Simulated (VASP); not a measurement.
Write the native input for VASP 6.6.1 that does the following.

```yaml
Task: relaxation of cell and atoms
Functional: PBEsol
Potentials_or_basis: VASP PAW PBE potentials, release 64 (Al, Cu)
Cutoff: 600 eV
k_mesh: 10 × 10 × 10
Occupations: gaussian, width 0.1 eV
Spin: no spin polarisation
Dipole_correction: no
Further_INCAR_settings: ALGO = Fast; EDIFF = 1e-07; IBRION = 2; EDIFFG = -0.005; NSW = 70; ISIF = 3
```

The structure of Al2Cu lies in POSCAR:

```
Al2Cu
1.0
   -3.0261888788      3.0261888788      2.4416174514
    3.0261888788     -3.0261888788      2.4416174514
    3.0261888788      3.0261888788     -2.4416174514
Al Cu
4 2
Direct
    0.6587211841      0.1587211841      0.8174423682
    0.1587211841      0.3412788159      0.5000000000
    0.3412788159      0.8412788159      0.1825576318
    0.8412788159      0.6587211841      0.5000000000
    0.2500000000      0.2500000000      0.0000000000
    0.7500000000      0.7500000000      0.0000000000
```

The input as run:

INCAR

```
ALGO = Fast ; EDIFF = 1E-7
EDIFFG = -0.005 ; ENCUT = 600
GGA = PS ; IBRION = 2
ISIF = 3 ; ISMEAR = 0
LASPH = True ; LCHARG = False
LREAL = False ; LWAVE = False
NELM = 100 ; NSW = 70
PREC = Accurate ; SIGMA = 0.1
```

KPOINTS

```
k-points
0
Gamma
  10 10 10
```

Potentials or basis: VASP PAW PBE potentials, release 64 (Al, Cu).

Launch:

```console
$ cat potpaw_PBE.64/Al/POTCAR potpaw_PBE.64/Cu/POTCAR > POTCAR
$ mpirun -np 1 vasp_std > vasp.out
```

It gave:

The relaxed volume is 14.49 Å³/atom. The relaxed cell is a = 4.881 Å, b = 4.881 Å, c = 4.881 Å, α = 104.18°, β = 104.18°, γ = 120.68°, the space group after relaxing (to 0.05 Å) is I4/mcm (No. 140) and the energy gained by relaxing is 4.1 meV/atom. The ionic steps are 8, the pressure after relaxing is 0.0 GPa and the band gap on the k mesh is zero (band 17 reaches 10.81 eV, above the bottom of band 18 at 6.40 eV).

Caveat: the PAW data sets were made with another functional, which shifts forces and pressure a little.

It took 19 min on 1 thread of Intel Xeon 6975P-C (shared host), peak memory 0.41 GiB.
